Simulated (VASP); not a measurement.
Write the native input for VASP 6.6.1 that does the following.

```yaml
Task: single point
Functional: PBEsol
Potentials_or_basis: VASP PAW PBE potentials, release 64 (Zr_sv)
Cutoff: 520 eV
k_mesh: 19 × 19 × 10
Occupations: fermi-dirac, width 0.1 eV
Spin: no spin polarisation
Dipole_correction: no
Further_INCAR_settings: ALGO = Normal; EDIFF = 1e-07; NBANDS = 19
```

The structure of Zr lies in POSCAR:

```
Zr
1.0
    3.1838111424      0.0000000000      0.0000000000
   -1.5919055712      2.7572613302      0.0000000000
    0.0000000000      0.0000000000      5.1185816493
Zr
2
Direct
    0.3333333333      0.6666666667      0.2500000000
    0.6666666667      0.3333333333      0.7500000000
```

One way to write it, as run:

INCAR

```
SYSTEM = Zr
PREC     = Accurate       ! precision mode
ENCUT    = 520            ! plane-wave cutoff, eV
EDIFF    = 1E-7           ! SCF threshold, eV
ISMEAR   = -1             ! smearing method
SIGMA    = 0.1            ! smearing width, eV
LREAL    = .FALSE.        ! projectors in reciprocal space
LASPH    = .TRUE.         ! aspherical terms in the spheres
NELM     = 60             ! most SCF steps
ALGO     = Normal         ! electronic algorithm
ISIF     = 2              ! what is computed and relaxed
LWAVE    = .FALSE.        ! write WAVECAR
LCHARG   = .FALSE.        ! write CHGCAR
GGA      = PS             ! functional
NBANDS   = 19             ! bands
```

KPOINTS

```
regular mesh
0
G
  19 19 10
  0 0 0
```

Potentials or basis: VASP PAW PBE potentials, release 64 (Zr_sv).

The run is started by

```bash
$ cat potpaw_PBE.64/Zr_sv/POTCAR > POTCAR
$ mpirun -np 1 vasp_std > vasp.out
```

Results of the run:

The pressure is 0.1 GPa and the band gap on the k mesh is zero (bands 12 and 13 overlap by 1.26 eV).

Caveat: the PAW data sets were made with another functional, which shifts forces and pressure a little.

Run time: 2.5 min on 1 thread of Intel(R) Xeon(R) Platinum 8259CL CPU @ 2.50GHz (Skylake/Cascade Lake), with other jobs on the host, peak memory 0.28 GiB.
